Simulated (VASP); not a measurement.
The system is Sb.

```
CELL_PARAMETERS angstrom
3.42032 0.00000 0.00000
-1.71016 2.96209 0.00000
0.00000 0.00000 5.57745
ATOMIC_POSITIONS crystal
Sb 0.66667 0.33333 0.75000
Sb 0.33333 0.66667 0.25000
```

Base run:

- Program: VASP 6.6.1
- Functional: PBE0
- Potentials or basis: VASP PAW PBE potentials, release 64 (Sb)
- Cutoff: 520 eV
- k mesh: 6 × 6 × 4
- Occupations: fermi-dirac, width 0.05 eV
- Spin: no spin polarisation

Its results: band gap on the k mesh zero (band 5 reaches 12.84 eV, above the bottom of band 6 at 3.92 eV); pressure -5.0 GPa.

Problem. The run is repeated on the same cell with these changes: functional from PBE0 to PBE; k mesh from 6 × 6 × 4 to 9 × 9 × 5. What comes out?

Solution. Band gap on the k mesh zero (band 5 reaches 11.76 eV, above the bottom of band 6 at 5.35 eV); pressure -2.0 GPa.

Several settings changed at once, so the effect can't be laid on one alone.

Caveats: spin-orbit coupling is left out, which moves the levels of the heavy elements; the PAW data sets were made with another functional, which shifts forces and pressure a little (some runs).
